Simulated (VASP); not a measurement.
Write the native input for VASP 6.6.1 that does the following.

```
Task                   : single point
Functional             : PBEsol
Potentials or basis    : VASP PAW PBE potentials, release 64 (Al, N)
Cutoff                 : 520 eV
k mesh                 : 9 × 9 × 6
Occupations            : gaussian, width 0.02 eV
Spin                   : no spin polarisation
Dipole correction      : no
Further INCAR settings : ALGO = Normal; EDIFF = 1e-07; NBANDS = 16
```

The structure of AlN lies in POSCAR:

```
AlN
1.0
    3.1184996668      0.0000000000      0.0000000000
   -1.5592498334      2.7006999331      0.0000000000
    0.0000000000      0.0000000000      5.4380169800
Al N
2 2
Direct
    0.3333333333      0.6666666667     -0.0301325834
    0.6666666667      0.3333333333      0.4698674166
    0.3333333333      0.6666666667      0.4151325834
    0.6666666667      0.3333333333      0.9151325834
```

This cell differs from its parent crystal: strained.

One way to write it, as run:

INCAR

```
SYSTEM = AlN
PREC = Accurate
ENCUT = 520
EDIFF = 1E-7
ISMEAR = 0
SIGMA = 0.02
LREAL = .False.
LASPH = .True.
NELM = 60
ALGO = Normal
ISIF = 2
LWAVE = .False.
LCHARG = .True.
GGA = PS
LELF = .True.
LVHAR = .True.
NBANDS = 16
```

KPOINTS

```
regular mesh
0
Gamma
  9 9 6
  0 0 0
```

Potentials or basis: VASP PAW PBE potentials, release 64 (Al, N).

Run with:

```console
$ cat potpaw_PBE.64/Al/POTCAR potpaw_PBE.64/N/POTCAR > POTCAR
$ mpirun -np 1 vasp_std > vasp.out
```

It gave:

```json
{"Pressure": "-2.0 GPa", "Largest force": "0.980 eV/Å", "Band gap on the k mesh": "2.64 eV, direct"}
```

Caveat: the cell differs from its parent crystal (strained); the PAW data sets were made with another functional, which shifts forces and pressure a little.

Run time: 13 s on 1 thread of Intel(R) Xeon(R) 6975P-C (Granite Rapids), on a shared host, peak memory 0.17 GiB.
